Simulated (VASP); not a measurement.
A run of VASP 6.6.1:

Contents of INCAR:

```
SYSTEM = Fe2C3
PREC = Accurate
ENCUT = 600
EDIFF = 1E-7
ISMEAR = 0
SIGMA = 0.1
LREAL = .False.
LASPH = .True.
NELM = 200
ALGO = Normal
ISIF = 3
LWAVE = .False.
LCHARG = .False.
ISPIN = 2
MAGMOM = 0.29 0.29 0 0 0
LORBIT = 11
LMAXMIX = 4
GGA = PE
IBRION = 2
NSW = 90
EDIFFG = -0.04
GGA_COMPAT = .False.
NELMIN = 4
```

Contents of KPOINTS:

```
Automatic mesh
0
Gamma
  6 6 4
  0 0 0
```

The input POSCAR:

```
Fe2C3
1.0
    3.1840115546      0.0000000000      0.0000000000
   -1.5920057773      2.7574348923      0.0000000000
    0.0000000000      0.0000000000      4.9538047792
Fe C
2 3
Direct
    0.3333333333      0.6666666667      0.2450000000
    0.6666666667      0.3333333333      0.7550000000
    0.0000000000      0.0000000000      0.0000000000
    0.3333333333      0.6666666667      0.6450000000
    0.6666666667      0.3333333333      0.3550000000
```

Potentials or basis: VASP PAW PBE potentials, release 64 (Fe, C).

Command:

```console
$ cat potpaw_PBE.64/Fe/POTCAR potpaw_PBE.64/C/POTCAR > POTCAR
$ mpirun -np 1 vasp_std > vasp.out
```

Hardware: 1 thread of Intel(R) Xeon(R) Platinum 8488C (Sapphire Rapids), with other jobs on the host.

Question: Estimate the wall time of this run.

Answer: It took 13 min on 1 thread of Intel(R) Xeon(R) Platinum 8488C (Sapphire Rapids), with other jobs on the host, peak memory 0.23 GiB. Counts: scf iterations 305, k points 24, ion steps 30.
